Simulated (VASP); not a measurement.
# Ni (Fm-3m) in VASP: notebook, part 2 of 2

VASP 6.6.1. Earlier steps stand in the parts before.

### Step 5. Single point, PBE, collinear spin, ferromagnetic start (11.22 Å³/atom)

This run uses another cell than the first one, of 11.22 Å³/atom.

File INCAR:

```
PREC = Accurate
ENCUT = 520
EDIFF = 1E-6
ISMEAR = 0
SIGMA = 0.1
LREAL = False
LASPH = True
NELM = 150
ALGO = Normal
ISIF = 2
LWAVE = False
LCHARG = False
ISPIN = 2
MAGMOM = 0.75
LORBIT = 11
LMAXMIX = 4
GGA = PE
NBANDS = 15
```

File KPOINTS:

```
Automatic mesh
0
Gamma
  20 20 20
```

File POSCAR:

```
Ni
1.0
    0.0000000000      1.7766571844      1.7766571844
    1.7766571844      0.0000000000      1.7766571844
    1.7766571844      1.7766571844      0.0000000000
Ni
1
Direct
    0.0000000000      0.0000000000      0.0000000000
```

Potentials or basis: VASP PAW PBE potentials, release 64 (Ni).

Run with:

```bash
> cat potpaw_PBE.64/Ni/POTCAR > POTCAR
> mpirun -np 1 vasp_std > vasp.out
```

OUTCAR:

```text
PREC = Accurate
   ENCUT = 520
   EDIFF = 1E-6
   ISMEAR = 0
   LREAL = False
   LASPH = True
   NELM = 150
   ISIF = 2
   ISPIN = 2
   LORBIT = 11
   GGA = PE

 ion  position               nearest neighbor table
   1  0.000  0.000  0.000-

  LATTYP: Found a face centered cubic cell.
 ALAT       =     3.5533143688

  Lattice vectors:

 A1 = (   0.0000000000,   1.7766571844,   1.7766571844)
[... 1072 lines left out ...]
  --------------------------------------------------------------------------------------
  -------------------------------------------------------------------------------------
  Total       -0.3835939     -0.3835939     -0.3835939      0.0000000      0.0000000     -0.0000000
  in kB      -54.7950615    -54.7950615    -54.7950615      0.0000000      0.0000000     -0.0000000
  external PRESSURE =     -54.7950615 kB  Pullay stress =       0.0000000 kB

 VOLUME and BASIS-vectors are now :
 -----------------------------------------------------------------------------
  energy-cutoff  :      520.00
  volume of cell :       11.22
      direct lattice vectors                 reciprocal lattice vectors
     0.000000000  1.776657184  1.776657184    -0.281427393  0.281427393  0.281427393
     1.776657184  0.000000000  1.776657184     0.281427393 -0.281427393  0.281427393
     1.776657184  1.776657184  0.000000000     0.281427393  0.281427393 -0.281427393

 POSITION                                       TOTAL-FORCE (eV/Angst)
 -----------------------------------------------------------------------------------
      0.00000      0.00000      0.00000        -0.000000      0.000000      0.000000
 -----------------------------------------------------------------------------------
    total drift:                                0.000000      0.000000      0.000000

  FREE ENERGIE OF THE ION-ELECTRON SYSTEM (eV)
  ---------------------------------------------------
  free  energy   TOTEN  =        -5.4693760545 eV

  energy  without entropy=       -5.4602997605  energy(sigma->0) =       -5.46483791

 total charge

# of ion       s       p       d       tot
------------------------------------------
    1        0.485   0.472   8.301   9.257

 magnetization (x)

# of ion       s       p       d       tot
------------------------------------------
    1       -0.007  -0.025   0.679   0.648
```

OSZICAR:

```text
N       E                     dE             d eps       ncg     rms          rms(c)
DAV:   1     0.326075043851E+02    0.32608E+02   -0.42154E+03 16381   0.848E+02
DAV:   2    -0.506469775568E+01   -0.37672E+02   -0.34965E+02 17551   0.160E+02
DAV:   3    -0.648695682509E+01   -0.14223E+01   -0.14062E+01 18475   0.307E+01
DAV:   4    -0.649592880884E+01   -0.89720E-02   -0.89673E-02 18879   0.231E+00
DAV:   5    -0.649604650246E+01   -0.11769E-03   -0.11769E-03 18971   0.239E-01    0.965E+00
DAV:   6    -0.584588577105E+01    0.65016E+00   -0.14263E+01 22248   0.408E+01    0.620E+00
DAV:   7    -0.548567985884E+01    0.36021E+00   -0.25944E+00 20796   0.157E+01    0.183E+00
DAV:   8    -0.547233847695E+01    0.13341E-01   -0.24287E-02 18672   0.105E+00    0.913E-01
DAV:   9    -0.546984760869E+01    0.24909E-02   -0.21120E-03 24940   0.293E-01    0.247E-01
DAV:  10    -0.546938678145E+01    0.46083E-03   -0.53205E-04 25610   0.125E-01    0.359E-02
DAV:  11    -0.546937500598E+01    0.11775E-04   -0.47341E-05 23173   0.478E-02    0.327E-02
DAV:  12    -0.546937602400E+01   -0.10180E-05   -0.11306E-06 16351   0.792E-03    0.865E-03
DAV:  13    -0.546937605446E+01   -0.30461E-07   -0.32112E-07 12636   0.545E-03
   1 F= -.54693761E+01 E0= -.54648379E+01  d E =-.907629E-02  mag=     0.6328
```

stdout:

```text
POSCAR found type information on POSCAR Ni
 POSCAR found :  1 types and       1 ions
 scaLAPACK will be used
 LDA part: xc-table for (Slater+PW92), standard interpolation
 POSCAR, INCAR and KPOINTS ok, starting setup
 FFT: planning ... GRIDC
 FFT: planning ... GRID_SOFT
 FFT: planning ... GRID
 WAVECAR not read
 entering main loop
```

Run time: 2.9 min. Hardware: 1 thread of Intel Xeon 8259CL, shared host; peak memory 0.18 GiB.

What came out:

```
Free energy                                           : -5.4694 eV
Pressure                                              : -5.5 GPa
Net moment                                            : 0.63 μB per cell
Site moments                                          : Ni +0.65 μB
Valence electrons inside the program's atomic spheres : Ni 9.26
```

Caveat: the cell stands under tension.

### Step 6. Single point, PBE, collinear spin, ferromagnetic start (11.54 Å³/atom)

This run uses another cell than the first one, of 11.54 Å³/atom.

File INCAR:

```
SYSTEM = Ni
  ALGO = Normal
  EDIFF = 1E-7
  ENCUT = 520
  GGA = PE
  ISIF = 2
  ISMEAR = 0
  ISPIN = 2
  LASPH = .True.
  LCHARG = .False.
  LMAXMIX = 4
  LORBIT = 11
  LREAL = .False.
  LWAVE = .False.
  MAGMOM = 0.75
  NBANDS = 15
  NELM = 150
  PREC = Accurate
  SIGMA = 0.1
```

File KPOINTS:

```
k-points
0
Gamma
  20 20 20
  0 0 0
```

File POSCAR:

```
Ni
1.0
    0.0000000000      1.7937414746      1.7937414746
    1.7937414746      0.0000000000      1.7937414746
    1.7937414746      1.7937414746      0.0000000000
Ni
1
Direct
    0.0000000000      0.0000000000      0.0000000000
```

Potentials or basis: VASP PAW PBE potentials, release 64 (Ni).

Run with:

```bash
> cat potpaw_PBE.64/Ni/POTCAR > POTCAR
> mpirun -np 1 vasp_std > vasp.out
```

OUTCAR:

```text
SYSTEM = Ni
   EDIFF = 1E-7
   ENCUT = 520
   GGA = PE
   ISIF = 2
   ISMEAR = 0
   ISPIN = 2
   LASPH = .True.
   LORBIT = 11
   LREAL = .False.
   NELM = 150
   PREC = Accurate

 ion  position               nearest neighbor table
   1  0.000  0.000  0.000-

  LATTYP: Found a face centered cubic cell.
 ALAT       =     3.5874829492

  Lattice vectors:

 A1 = (   0.0000000000,   1.7937414746,   1.7937414746)
 A2 = (   1.7937414746,   0.0000000000,   1.7937414746)
 A3 = (   1.7937414746,   1.7937414746,   0.0000000000)

Analysis of symmetry for initial positions (statically):
=====================================================================
 Subroutine PRICEL returns:
 Original cell was already a primitive cell.

 Routine SETGRP: Setting up the symmetry group for a
 face centered cubic supercell.

 Subroutine GETGRP returns: Found 48 space group operations
[... 631 lines left out ...]
      6       7.9455      1.00000
      7      31.6081      0.00000
      8      35.1710      0.00000
      9      35.1710      0.00000
     10      35.1710      0.00000
     11      38.0473      0.00000
     12      38.0473      0.00000
     13      38.0473      0.00000
     14      40.9123      0.00000
[... 403 lines left out ...]
      4       7.0476      1.00000
      5       8.3900      0.99435
      6       8.6773      0.06312
      7      17.4815      0.00000
      8      29.5574      0.00000
      9      31.7982      0.00000
     10      33.4955      0.00000
     11      35.5122      0.00000
     12      37.2658      0.00000
     13      41.2595      0.00000
     14      47.7336      0.00000
     15      49.4586      0.00000

 [... further k-points ...]

------------------------ aborting loop because EDIFF is reached ----------------------------------------

  FORCE on cell =-STRESS in cart. coord.  units (eV):
  Direction    XX          YY          ZZ          XY          YZ          ZX
  --------------------------------------------------------------------------------------
  -------------------------------------------------------------------------------------
  Total       -0.7197761     -0.7197761     -0.7197761     -0.0000000      0.0000000      0.0000000
  in kB      -99.9075804    -99.9075804    -99.9075804     -0.0000000      0.0000000      0.0000000
  external PRESSURE =     -99.9075804 kB  Pullay stress =       0.0000000 kB

 VOLUME and BASIS-vectors are now :
 -----------------------------------------------------------------------------
  energy-cutoff  :      520.00
  volume of cell :       11.54
      direct lattice vectors                 reciprocal lattice vectors
     0.000000000  1.793741475  1.793741475    -0.278746969  0.278746969  0.278746969
     1.793741475  0.000000000  1.793741475     0.278746969 -0.278746969  0.278746969
     1.793741475  1.793741475  0.000000000     0.278746969  0.278746969 -0.278746969

 POSITION                                       TOTAL-FORCE (eV/Angst)
 -----------------------------------------------------------------------------------
      0.00000      0.00000      0.00000         0.000000      0.000000      0.000000
 -----------------------------------------------------------------------------------
    total drift:                                0.000000      0.000000      0.000000

  FREE ENERGIE OF THE ION-ELECTRON SYSTEM (eV)
  ---------------------------------------------------
  free  energy   TOTEN  =        -5.4535328441 eV

  energy  without entropy=       -5.4441450162  energy(sigma->0) =       -5.44883893

 total charge

# of ion       s       p       d       tot
------------------------------------------
    1        0.473   0.448   8.290   9.211

 magnetization (x)

# of ion       s       p       d       tot
------------------------------------------
    1       -0.007  -0.025   0.686   0.655
```

stdout:

```text
POSCAR found type information on POSCAR Ni
 POSCAR found :  1 types and       1 ions
 scaLAPACK will be used
 LDA part: xc-table for (Slater+PW92), standard interpolation
 POSCAR, INCAR and KPOINTS ok, starting setup
 FFT: planning ... GRIDC
 FFT: planning ... GRID_SOFT
 FFT: planning ... GRID
 WAVECAR not read
 entering main loop
```

Run time: 3.2 min. Hardware: 1 thread of Intel Xeon 8259CL, shared host; peak memory 0.18 GiB.

What came out:

```yaml
Free_energy: -5.4535 eV
Pressure: -10.0 GPa
Net_moment: 0.64 μB per cell
Site_moments: Ni +0.66 μB
Valence_electrons_inside_the_program's_atomic_spheres: Ni 9.21
```

Levels at points of the mesh, in eV from the Fermi level:
Spin up:
```
           k point  band 1  band 2  band 3  band 4  band 5  band 6  band 7  band 8  band 9  band 10
(0.00, 0.00, 0.00)   -8.61   -2.30   -2.30   -2.30   -1.21   -1.21   23.22   26.62   26.62    26.62
(0.50, 0.00, 0.00)   -4.53   -2.28   -2.28   -0.63   -0.63   -0.18    5.25   21.74   23.65    23.65
(0.50, 0.50, 0.00)   -4.31   -3.91   -0.57   -0.52   -0.52    2.42    8.70   14.28   14.28    18.99
```
Spin down:
```
           k point  band 3  band 4  band 5  band 6  band 7  band 8
(0.00, 0.00, 0.00)   -1.53   -1.53   -0.62   -0.62   23.04   26.60
(0.50, 0.00, 0.00)   -1.65   -0.26    0.14    0.14    5.67   21.58
(0.50, 0.50, 0.00)    0.05    0.36    0.36    2.36    8.94   14.28
```

Caveat: the cell stands under tension.

### Step 7. The runs side by side

```csv
cell,gap on the mesh (eV),pressure (GPa),moment (μB)
"a = 2.437 Å, angles 60.0°, 1 atom",none,14.0,0.62
"a = 2.463 Å, angles 60.0°, 1 atom",none,6.4,0.62
"a = 2.488 Å, angles 60.0°, 1 atom",none,0.0,0.63
"a = 2.513 Å, angles 60.0°, 1 atom",none,-5.5,0.63
"a = 2.537 Å, angles 60.0°, 1 atom",none,-10.0,0.64
```

Alike in all rows: task single point; level PBE; potentials or basis VASP PAW PBE potentials, release 64 (Ni); spin collinear, ferromagnetic start; k mesh 20 × 20 × 20; cutoff (eV) 520; smearing gaussian 0.1 eV.

Caveats: the cell stands under pressure (at least some runs); the cell stands under tension (at least some runs).

Absolute energies hang on the potentials; compare differences alone.
